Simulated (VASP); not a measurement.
Set up this calculation in VASP 6.6.1, as the native input.

- Task: single point
- Functional: PBE
- Potentials or basis: VASP PAW PBE potentials, release 64 (Sr_sv, Hf_pv, O)
- Cutoff: 600 eV
- k mesh: 6 × 6 × 2
- Occupations: gaussian, width 0.02 eV
- Spin: no spin polarisation
- Dipole correction: no
- Further INCAR settings: ALGO = Normal; EDIFF = 1e-06; NBANDS = 74

The structure of SrHf2O5 lies in POSCAR:

```
SrHf2O5
1.0
    1.9623968272     -5.4989271932      0.0000000000
    1.9623968272      5.4989271932      0.0000000000
    0.0000000000      0.0000000000     11.2277868705
Sr Hf O
2 4 10
Direct
    0.1914308530      0.8085691470      0.7500000000
    0.8085691470      0.1914308530      0.2500000000
    0.8700062272      0.1299937728      0.5639577083
    0.8700062272      0.1299937728      0.9360422917
    0.1299937728      0.8700062272      0.4360422917
    0.1299937728      0.8700062272      0.0639577083
    0.0451987541      0.9548012459      0.6018945803
    0.0451987541      0.9548012459      0.8981054197
    0.3090080060      0.6909919940      0.9462858676
    0.3090080060      0.6909919940      0.5537141324
    0.9548012459      0.0451987541      0.3981054197
    0.9548012459      0.0451987541      0.1018945803
    0.6909919940      0.3090080060      0.4462858676
    0.6909919940      0.3090080060      0.0537141324
    0.1811585669      0.8188414331      0.2500000000
    0.8188414331      0.1811585669      0.7500000000
```

This cell differs from its parent crystal: volume scaled by 0.97, then relaxed in part.

These files were run (other wordings do the same):

INCAR

```
  ALGO = Normal
  EDIFF = 1E-6
  ENCUT = 600
  GGA = PE
  GGA_COMPAT = F
  ISIF = 2
  ISMEAR = 0
  LASPH = T
  LCHARG = T
  LELF = T
  LREAL = F
  LVHAR = T
  LWAVE = F
  NBANDS = 74
  NELM = 120
  PREC = Accurate
  SIGMA = 0.02
```

KPOINTS

```
k-points
0
Gamma
  6 6 2
```

Potentials or basis: VASP PAW PBE potentials, release 64 (Sr_sv, Hf_pv, O).

Launch:

```bash
$ cat potpaw_PBE.64/Sr_sv/POTCAR potpaw_PBE.64/Hf_pv/POTCAR potpaw_PBE.64/O/POTCAR > POTCAR
$ mpirun -np 1 vasp_std > vasp.out
```

It gave:

```yaml
Pressure: 3.0 GPa
Largest_force: 0.232 eV/Å
Band_gap_on_the_k_mesh: 4.65 eV, direct
```

Caveat: spin-orbit coupling is left out, which moves the levels of the heavy elements.

Wall time 20 min on 1 thread of Intel Xeon 6975P-C (shared host), peak memory 0.77 GiB.
